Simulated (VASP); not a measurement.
MgO: G0W0 quasiparticle levels with r2SCAN

MgO:

```xyz
2
Lattice="0.0000 2.1022 2.1022 2.1022 0.0000 2.1022 2.1022 2.1022 0.0000" Properties=species:S:1:pos:R:3 pbc="T T T"
Mg    0.0000    0.0000    0.0000
O     2.1022    2.1022    2.1022
```

```json
{
 "Program": "VASP 6.6.1",
 "Task": "G0W0 quasiparticle levels",
 "Functional": "r2SCAN",
 "Potentials or basis": "VASP PAW PBE potentials, release 64 (Mg_GW, O_GW)",
 "Cutoff": "500 eV",
 "k mesh": "6 × 6 × 6",
 "Occupations": "gaussian, width 0.01 eV",
 "Spin": "no spin polarisation",
 "Dipole correction": "no",
 "GW scheme": "G0W0",
 "GW iterations": "1",
 "Cutoff of the response function": "140",
 "Frequency points": "96",
 "Empty bands": "69",
 "Further INCAR settings": "ALGO = EVGW0; EDIFF = 1e-08; NBANDS = 73"
}
```

```json
{"Quasiparticle gap": "7.77 eV", "Least direct quasiparticle gap": "7.77 eV", "Band gap of the starting levels on the mesh": "5.66 eV", "Least direct gap of the starting levels on the mesh": "5.66 eV"}
```

It took 3.5 min on 1 thread of Intel(R) Xeon(R) 6975P-C (Granite Rapids), with other jobs on the host, peak memory 0.32 GiB.

Caveat: the k points lie up to 0.43 Å⁻¹ apart; bands, screening cutoff and mesh are small and nothing is extrapolated, so the quasiparticle values aren't converged.
